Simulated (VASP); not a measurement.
Input of a VASP 6.6.1 run:

Contents of POSCAR:

```
ZnS
1.0
    0.0000000000      2.5310227333      2.5310227333
    2.5310227333      0.0000000000      2.5310227333
    2.5310227333      2.5310227333      0.0000000000
Zn S
1 1
Direct
    0.0000000000      0.0000000000      0.0000000000
    0.5000000000      0.5000000000      0.5000000000
```

Contents of INCAR.step1:

```
SYSTEM = ZnS
ALGO = Normal
EDIFF = 1E-4
ENCUT = 520
GGA = PE
ISMEAR = -1
LASPH = .True.
LCHARG = .False.
LREAL = .False.
LWAVE = .True.
NBANDS = 16
NELM = 60
PREC = Accurate
SIGMA = 0.02
```

INCAR.step2

```
SYSTEM = ZnS
ALGO = Normal
EDIFF = 1E-6
ENCUT = 520
ISIF = 2
ISMEAR = -1
ISTART = 1
LASPH = .True.
LCHARG = .False.
LMIXTAU = .True.
LREAL = .False.
LWAVE = .False.
METAGGA = R2SCAN
NBANDS = 16
NELM = 60
PREC = Accurate
SIGMA = 0.02
```

File KPOINTS:

```
k-points
0
Gamma
  6 6 6
  0 0 0
```

Potentials or basis: VASP PAW PBE potentials, release 64 (Zn, S).

The run is started by

```console
$ cat potpaw_PBE.64/Zn/POTCAR potpaw_PBE.64/S/POTCAR > POTCAR
$ cp INCAR.step1 INCAR
$ mpirun -np 1 vasp_std > vasp.out
$ cp INCAR.step2 INCAR
$ mpirun -np 1 vasp_std > vasp.out
```

Question: Predict the pressure.

Answer: 0.3 GPa.

Question: What does it give for the band gap on the k mesh?

Answer: 0.14 eV, indirect (least direct gap 2.77 eV).

Caveat: the PAW data sets were made with another functional, which shifts forces and pressure a little. A k mesh can miss the band edges.
